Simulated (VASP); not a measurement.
# K15Ta16O48 (a cell with a defect) in VASP: single point with PBE

Aim: the single point of K15Ta16O48 (a cell with a defect) with PBE.

Program: VASP 6.6.1. These are calculated values, not measurements. Logs are shortened: lines on timing, memory, paths and dates and some standing lists are left out, and cuts for length are marked.

**1. The cell of the first run**

The cell holds a defect, 79 atoms: a = 11.379 Å, b = 11.379 Å, c = 11.379 Å, α = 60.00°, β = 60.00°, γ = 60.00°.

**2. Single point, PBE**

INCAR reads:

```
PREC     = Accurate       # precision mode
ENCUT    = 520            # plane-wave cutoff, eV
EDIFF    = 1E-6           # SCF threshold, eV
ISMEAR   = -1             # smearing method
SIGMA    = 0.01           # smearing width, eV
LREAL    = Auto         
LASPH    = True           # aspherical terms in the spheres
NELM     = 120            # most SCF steps
ALGO     = Normal         # electronic algorithm
ISIF     = 2              # what is computed and relaxed
LWAVE    = False          # write WAVECAR
LCHARG   = True           # write CHGCAR
GGA      = PE             # functional
LELF     = True           # ELF
LVHAR    = True         
NELECT   = 600.0        
NBANDS   = 344            # bands
GGA_COMPAT= False
```

KPOINTS reads:

```
Automatic mesh
0
Gamma
  1 1 1
  0.25 0.25 0.25
```

POSCAR reads:

```
K15Ta16O48
1.0
    0.0000000000      8.0464028700      8.0464028700
    8.0464028700      0.0000000000      8.0464028700
    8.0464028700      8.0464028700      0.0000000000
K Ta O
15 16 48
Direct
    0.1281887100      0.1223125600      0.1218270800
    0.3776970000      0.3710299900      0.3736392900
    0.1279966800      0.1215581100      0.6227285900
    0.3778229200      0.3729472000      0.8716779000
    0.1275955300      0.6212359900      0.1238669300
    0.1280706700      0.6232669100      0.6215539100
    0.3776950800      0.8712556600      0.8739083400
    0.6279446300      0.1223059700      0.1218398700
    0.8779152900      0.3710379200      0.3736329700
    0.6278928700      0.1207232000      0.6237912100
    0.8775150700      0.3733388600      0.8719089900
    0.6276258000      0.6206618600      0.1243524600
    0.8778127400      0.8730027700      0.3716314900
    0.6273775700      0.6232861900      0.6215450600
    0.8774136400      0.8712865700      0.8739071800
    0.0061009100     -0.0137659300      0.0018522900
    0.2570394400      0.2477971000      0.2384092500
    0.0099958100     -0.0000109200      0.4861521000
    0.2564449400      0.2368614200      0.7517496700
    0.0059533200      0.5017807900     -0.0116513000
    0.2572366200      0.7375649200      0.2536923800
    0.0055663400      0.4881046600      0.5010515500
    0.2570310800      0.7531191600      0.7331062600
    0.5041439400     -0.0150187900      0.0070046400
    0.7554623700      0.2501781400      0.2391820800
    0.5041502700     -0.0000281100      0.4861531900
    0.7552266200      0.2368658900      0.7517481900
    0.5042103400      0.5017738600     -0.0116465800
    0.7518051600      0.7375562800      0.2536824200
    0.5048939200      0.4891984800      0.5013002300
    0.7548285000      0.7526423100      0.7379925200
    0.1226026800      0.3733499600      0.1309688400
    0.3720883400      0.1262319100      0.3796922200
    0.1222372600      0.1262518300      0.3796978200
    0.3733471800      0.3733551600      0.1309642700
    0.1232241500      0.3769257600      0.3768894900
    0.3743473500      0.1295226700      0.1220202800
    0.1235109500      0.3810069400      0.6235320300
    0.3736159700      0.1298437700      0.8737583400
    0.1220539800      0.1310175400      0.8735325300
    0.3721614800      0.3802826800      0.6244494600
    0.1229337300      0.3772227000      0.8770455400
    0.3730878200      0.1265066500      0.6268013700
    0.1238803300      0.8803868100      0.1230190200
    0.3741542300      0.6270691100      0.3747387800
    0.1220938900      0.6310167900      0.3738922100
    0.3718988200      0.8794829300      0.1224710400
    0.1212994900      0.8767083100      0.3755460200
    0.3726581100      0.6263300500      0.1279529600
    0.1200001700      0.8740545500      0.6317884800
    0.3723563900      0.6239958500      0.8802188200
    0.1237012500      0.6240126400      0.8802329700
    0.3744327700      0.8740559200      0.6318137400
    0.1238770000      0.8766790400      0.8758386600
    0.3735977900      0.6241432900      0.6289372600
    0.6221766400      0.3730591100      0.1316914600
    0.8729184800      0.1227009000      0.3813146200
    0.6233164100      0.1227033300      0.3813258900
    0.8733290100      0.3730670200      0.1317027300
    0.6231052500      0.3754562800      0.3785868000
    0.8732805100      0.1268715800      0.1268162100
    0.6233846000      0.3803066300      0.6244349400
    0.8736659500      0.1310233900      0.8735258800
    0.6230476200      0.1298586400      0.8737580700
    0.8722148700      0.3810144200      0.6235415100
    0.6230599400      0.3772061800      0.8770638200
    0.8738707200      0.1265062400      0.6267953500
    0.6264113700      0.8794982800      0.1224590100
    0.8732616700      0.6310437300      0.3738810200
    0.6243420000      0.6270445000      0.3747269700
    0.8729890000      0.8803888600      0.1230156000
    0.6266874100      0.8766941100      0.3755431900
    0.8733261500      0.6263390100      0.1279382300
    0.6220956500      0.8734484800      0.6310281900
    0.8719095900      0.6235045400      0.8818256400
    0.6230378600      0.6235081200      0.8818379900
    0.8736926200      0.8734657100      0.6310530200
    0.6226955500      0.8767755200      0.8780840000
    0.8728120200      0.6271486700      0.6275069400
```

Potentials or basis: VASP PAW PBE potentials, release 64 (K_sv, Ta_pv, O).

Launch:

```console
$ cat potpaw_PBE.64/K_sv/POTCAR potpaw_PBE.64/Ta_pv/POTCAR potpaw_PBE.64/O/POTCAR > POTCAR
$ mpirun -np 1 vasp_std > vasp.out
```

OUTCAR:

```text
PREC = Accurate
   ENCUT = 520
   EDIFF = 1E-6
   ISMEAR = -1
   LREAL = Auto
   LASPH = True
   NELM = 120
   ISIF = 2
   GGA = PE
   NELECT = 600.0

 ion  position               nearest neighbor table
   1  0.128  0.122  0.122-  47 2.77  44 2.77  39 2.81  40 2.81  48 2.84  37 2.84  42 2.84  61 2.85
                            32 2.88  59 2.88  18 3.39  19 3.44  17 3.45  25 3.46  24 3.50  16 3.51
   2  0.378  0.371  0.374-  56 2.77  35 2.77  33 2.78  58 2.81  43 2.83  36 2.84  60 2.85  49 2.85
                            38 2.87  41 2.88  21 3.41  26 3.45  22 3.46  30 3.47  25 3.51  19 3.51
   3  0.128  0.122  0.623-  33 2.77  34 2.77  53 2.81  50 2.81  54 2.83  43 2.84  67 2.84  36 2.85
                            40 2.88  63 2.88  22 3.41  23 3.43  27 3.46  19 3.46  18 3.50  26 3.50
   4  0.378  0.373  0.872-  64 2.78  39 2.78  41 2.80  62 2.80  37 2.81  55 2.81  66 2.85  42 2.85
                            51 2.88  52 2.88  17 3.41  30 3.44  20 3.46  28 3.46  19 3.51  27 3.51
   5  0.128  0.621  0.124-  52 2.78  51 2.78  35 2.81  32 2.81  36 2.83  49 2.84  73 2.84  54 2.87
                            46 2.87  69 2.87  16 3.39  17 3.47  29 3.49  21 3.49  28 3.50  20 3.50
   6  0.128  0.623  0.622-  41 2.77  38 2.77  45 2.80  46 2.81  55 2.84  48 2.84  79 2.85  42 2.85
                            50 2.87  77 2.87  20 3.41  21 3.42  23 3.44  31 3.47  18 3.50  30 3.50
   7  0.378  0.871  0.874-  53 2.76  74 2.77  76 2.81  51 2.81  49 2.84  47 2.84  78 2.84  54 2.85
                            43 2.86  44 2.86  19 3.40  28 3.43  16 3.45  24 3.47  31 3.51  21 3.53
   8  0.628  0.122  0.122-  68 2.77  71 2.77  64 2.81  63 2.81  72 2.84  66 2.84  37 2.84  61 2.85
                            56 2.88  35 2.88  26 3.39  27 3.44  17 3.45  25 3.46  24 3.50  16 3.51
   9  0.878  0.371  0.374-  59 2.77  32 2.77  34 2.78  57 2.81  67 2.83  36 2.84  60 2.85  73 2.85
[... 79 lines left out ...]
  66  0.623  0.377  0.877-  28 1.90  27 2.14   8 2.84  11 2.85   4 2.85  14 2.85
  67  0.874  0.127  0.627-  27 1.90  18 2.15   9 2.83   3 2.84  10 2.85  15 2.86
  68  0.626  0.879  0.122-  24 1.92  29 2.07   8 2.77  15 2.84
  69  0.873  0.631  0.374-  29 1.95  22 2.09  13 2.77  14 2.81   5 2.87
  70  0.624  0.627  0.375-  29 1.92  30 2.07  14 2.80  12 2.87
  71  0.873  0.880  0.123-  16 1.93  29 2.13   8 2.77  13 2.82  15 2.86
  72  0.627  0.877  0.376-  26 1.88  29 2.10  13 2.82   8 2.84  14 2.84
  73  0.873  0.626  0.128-  29 1.91  20 2.13  15 2.84   5 2.84  12 2.85   9 2.85
  74  0.622  0.873  0.631-  31 1.93  26 2.12   7 2.77  10 2.81  14 2.87
  75  0.872  0.624  0.882-  20 1.94  31 2.10  12 2.77  15 2.81  11 2.87
  76  0.623  0.624  0.882-  28 1.94  31 2.11  12 2.77   7 2.81  11 2.87
  77  0.874  0.873  0.631-  31 1.93  18 2.12  15 2.77  10 2.81   6 2.87
  78  0.623  0.877  0.878-  24 1.91  31 2.13  10 2.84   7 2.84  15 2.84  12 2.86
  79  0.873  0.627  0.628-  31 1.90  22 2.14  11 2.84   6 2.85  14 2.85  13 2.86

  LATTYP: Found a face centered cubic cell.
 ALAT       =    16.0928057400

  Lattice vectors:

 A1 = (   0.0000000000,   8.0464028700,   8.0464028700)
 A2 = (   8.0464028700,   0.0000000000,   8.0464028700)
 A3 = (   8.0464028700,   8.0464028700,   0.0000000000)

Analysis of symmetry for initial positions (statically):
=====================================================================
 Subroutine PRICEL returns:
 Original cell was already a primitive cell.

 Routine SETGRP: Setting up the symmetry group for a
 face centered cubic supercell.

 Subroutine GETGRP returns: Found  1 space group operations
 (whereof  1 operations were pure point group operations)
 out of a pool of 48 trial point group operations.

The static configuration has the point symmetry C_1 .

Analysis of symmetry for dynamics (positions and initial velocities):
=====================================================================
 Subroutine PRICEL returns:
 Original cell was already a primitive cell.

 Routine SETGRP: Setting up the symmetry group for a
 face centered cubic supercell.

 Subroutine GETGRP returns: Found  1 space group operations
[... 224 lines left out ...]
   NGX,Y,Z   is equivalent  to a cutoff of  13.15, 13.15, 13.15 a.u.
   NGXF,Y,Z  is equivalent  to a cutoff of  26.30, 26.30, 26.30 a.u.
 SYSTEM =  unknown system
   PREC   = accura    normal or accurate (medium, high low for compatibility)
   ISTART =      0    job   : 0-new  1-cont  2-samecut
   ICHARG =      2    charge: 1-file 2-atom 10-const
   ISPIN  =      1    spin polarized calculation?
   LNONCOLLINEAR =      F non collinear calculations
   LSORBIT =      F    spin-orbit coupling
   LASPH  =      T    aspherical Exc in radial PAW
   ENCUT  =  520.0 eV  38.22 Ry    6.18 a.u.  21.16 21.16 21.16*2*pi/ulx,y,z
   NELM   =    120;   NELMIN=  2; NELMDL= -5     # of ELM steps
   EDIFF  = 0.1E-05   stopping-criterion for ELM
   LREAL  =      T    real-space projection
   EDIFFG = 0.1E-04   stopping-criterion for IOM
   NSW    =      0    number of steps for IOM
   IBRION =     -1    ionic relax: 0-MD 1-quasi-New 2-CG
   NFREE  =      0    steps in history (QN), initial steepest desc. (CG)
   ISIF   =      2    stress and relaxation
   ISYM   =      2    0-nonsym 1-usesym 2-fastsym
   POTIM  = 0.5000    time-step for ionic-motion
   TEBEG  =    0.0;   TEEND  =   0.0 temperature during run
   PSTRESS=    0.0 pullay stress
   NELECT =     600.0000    total number of electrons
   NUPDOWN=      -1.0000    fix difference up-down
   EMIN   =  10.00;   EMAX   =-10.00  energy-range for DOS
   EFERMI =   0.00;   METHOD = LEGACY
   ISMEAR =    -1;   SIGMA  =   0.01  broadening in eV -4-tet -1-fermi 0-gaus
   EFERMI_NEDOS =   21; number of points for ismear=-14 and -15
   IALGO  =     38    algorithm
   IMIX   =      4    mixing-type and parameters
     AMIX     =   0.40;   BMIX     =  1.00
     AMIX_MAG =   1.60;   BMIX_MAG =  1.00
  volume/ion in A,a.u.               =      13.19        89.00
  Fermi-wavevector in a.u.,A,eV,Ry     =   1.362010  2.573825 25.239759  1.855070
  Thomas-Fermi vector in A             =   2.488536
   LORBIT       =      0    0 simple, 1 ext, 2 COOP (PROOUT), +10 PAW based schemes
   GGA     = PE    functional components
   LHFCALC =     F    Hartree Fock is set to
   AEXX    =    0.0000 exact exchange contribution
   IVDW    =     0    specifies the selected vdW correction
   LEPSILON=     F    determine dielectric tensor
   LRPA    =     F    only Hartree local field effects (RPA)
 non-spin polarized calculation
  energy-cutoff  :      520.00
  volume of cell :     1041.92
 maximum number of plane-waves:     28028
 NGX is ok and might be reduce to    90
   NGX = 43   NGY = 43   NGZ = 43

 number of electron     600.0000001 magnetization

 Free energy of the ion-electron system (eV)
  ---------------------------------------------------
  ext. energy  EPLUGINS =         0.00000000
  ---------------------------------------------------
  free energy    TOTEN  =      -649.46962198 eV

  energy without entropy =     -649.46962198  energy(sigma->0) =     -649.46962198

 E-fermi :   1.7537     XC(G=0): -10.6240

 val. band max:        1.4554936900   @ k =   0.0000   0.2500   0.0000
 cond. band min:       4.1834509309   @ k =   0.0000   0.2500   0.0000
 fundamental gap:      2.7279572409
 Fermi energy:         1.7537282216

 k-point     1 :       0.2500    0.2500    0.2500
  band No.  band energies     occupation
      1     -32.7643      2.00000
      2     -32.7598      2.00000
      3     -32.7523      2.00000
      4     -32.7511      2.00000
      5     -32.7352      2.00000
      6     -32.7292      2.00000
[... 1249 lines left out ...]
    311       5.4362      0.00000
    312       5.4437      0.00000
 [bands above 312 left out]

------------------------ aborting loop because EDIFF is reached ----------------------------------------

  FORCE on cell =-STRESS in cart. coord.  units (eV):
  Direction    XX          YY          ZZ          XY          YZ          ZX
  --------------------------------------------------------------------------------------
  -------------------------------------------------------------------------------------
  Total       34.2813976     16.2947134     16.2844403     -0.2287259     -0.8702841      0.2277478
  in kB       52.7149485     25.0565915     25.0407945     -0.3517148     -1.3382471      0.3502107
  external PRESSURE =      34.2707781 kB  Pullay stress =       0.0000000 kB

 VOLUME and BASIS-vectors are now :
 -----------------------------------------------------------------------------
  energy-cutoff  :      520.00
  volume of cell :     1041.92
      direct lattice vectors                 reciprocal lattice vectors
     0.000000000  8.046402870  8.046402870    -0.062139568  0.062139568  0.062139568
     8.046402870  0.000000000  8.046402870     0.062139568 -0.062139568  0.062139568
     8.046402870  8.046402870  0.000000000     0.062139568  0.062139568 -0.062139568

 POSITION                                       TOTAL-FORCE (eV/Angst)
 -----------------------------------------------------------------------------------
      1.96445      2.01173      2.01563         0.012700     -0.003576      0.002271
      5.99191      6.04555      6.02456         0.012877     -0.004180      0.003699
      5.98883      6.04064      2.00802         0.013965     -0.002865      0.001793
     10.01475     10.05399      6.04100         0.012737      0.004102     -0.002699
      5.99540      2.02337      6.02540         0.010157     -0.004053      0.002189
     10.01633      6.03178      6.04556         0.016399     -0.003500     -0.004583
[... 71 lines left out ...]
     14.12031     12.07588     12.06535        -0.182818      0.008083     -0.008065
     10.09546     12.07217     12.06929        -0.199261      0.003870     -0.002990
 -----------------------------------------------------------------------------------
    total drift:                               -0.011083     -0.013230      0.013204

  FREE ENERGIE OF THE ION-ELECTRON SYSTEM (eV)
  ---------------------------------------------------
  free  energy   TOTEN  =      -649.4696219796 eV

  energy  without entropy=     -649.4696219796  energy(sigma->0) =     -649.46962198
```

Wall time 2.6 h (1 thread of Intel Xeon 8259CL, shared host); peak memory 1.9 GiB.

Results:

```yaml
Free_energy: -649.4696 eV
Largest_force: 0.408 eV/Å
```

Forces on the atoms (eV/Å):
```
K    0.013 -0.004  0.002
K    0.013 -0.004  0.004
K    0.014 -0.003  0.002
K    0.013  0.004 -0.003
K    0.010 -0.004  0.002
K    0.016 -0.004 -0.005
K    0.012 -0.007  0.004
K    0.012 -0.004  0.004
K    0.013 -0.005  0.004
K    0.014 -0.001 -0.005
K    0.014  0.005 -0.005
K    0.012 -0.001 -0.001
K    0.013  0.005 -0.004
K    0.016  0.004  0.001
K    0.013 -0.005  0.006
Ta   0.316 -0.164  0.164
Ta   0.347  0.129 -0.128
Ta   0.342  0.122 -0.171
Ta   0.322 -0.166  0.158
Ta   0.332  0.151 -0.153
Ta   0.310 -0.200  0.130
Ta   0.316 -0.163  0.164
Ta   0.336  0.164 -0.164
Ta   0.299 -0.195  0.195
Ta   0.332  0.153 -0.154
Ta   0.344  0.170 -0.121
Ta   0.323 -0.158  0.165
Ta   0.332  0.153 -0.152
Ta   0.312 -0.132  0.199
Ta   0.330 -0.135  0.135
Ta   0.331  0.151 -0.151
O   -0.079 -0.103  0.047
O   -0.088 -0.104  0.041
O   -0.088 -0.040  0.106
O   -0.079 -0.045  0.101
O   -0.205  0.008 -0.007
O   -0.182  0.025 -0.023
O   -0.067  0.119 -0.049
O   -0.061  0.130 -0.049
O   -0.071  0.049 -0.113
O   -0.074  0.046 -0.101
O   -0.202  0.005 -0.005
O   -0.203 -0.003 -0.004
O   -0.067  0.134 -0.046
O   -0.066  0.121 -0.037
O   -0.067  0.056 -0.102
O   -0.061  0.064 -0.114
O   -0.196  0.023  0.015
O   -0.186  0.009  0.008
O   -0.075 -0.096  0.050
O   -0.072 -0.115  0.048
O   -0.073 -0.048  0.116
O   -0.075 -0.051  0.095
O   -0.188 -0.003  0.005
O   -0.211 -0.014  0.016
O   -0.071 -0.114  0.046
O   -0.072 -0.100  0.053
O   -0.072 -0.052  0.101
O   -0.071 -0.046  0.115
O   -0.191 -0.008  0.008
O   -0.203  0.003 -0.003
O   -0.074  0.104 -0.046
O   -0.071  0.116 -0.048
O   -0.062  0.049 -0.132
O   -0.067  0.049 -0.118
O   -0.203  0.005 -0.004
O   -0.201  0.004  0.003
O   -0.061  0.116 -0.064
O   -0.067  0.105 -0.056
O   -0.065  0.036 -0.122
O   -0.067  0.045 -0.134
O   -0.195 -0.015 -0.022
O   -0.187 -0.007 -0.009
O   -0.077 -0.121  0.043
O   -0.076 -0.114  0.046
O   -0.077 -0.046  0.114
O   -0.077 -0.042  0.122
O   -0.183  0.008 -0.008
O   -0.199  0.004 -0.003
```

Caveat: the cell carries a net charge on a neutralising background, which shifts energy and pressure; the cell is charged against a uniform background, so pressure and absolute levels hang on convention; spin-orbit coupling is left out, which moves the levels of the heavy elements.
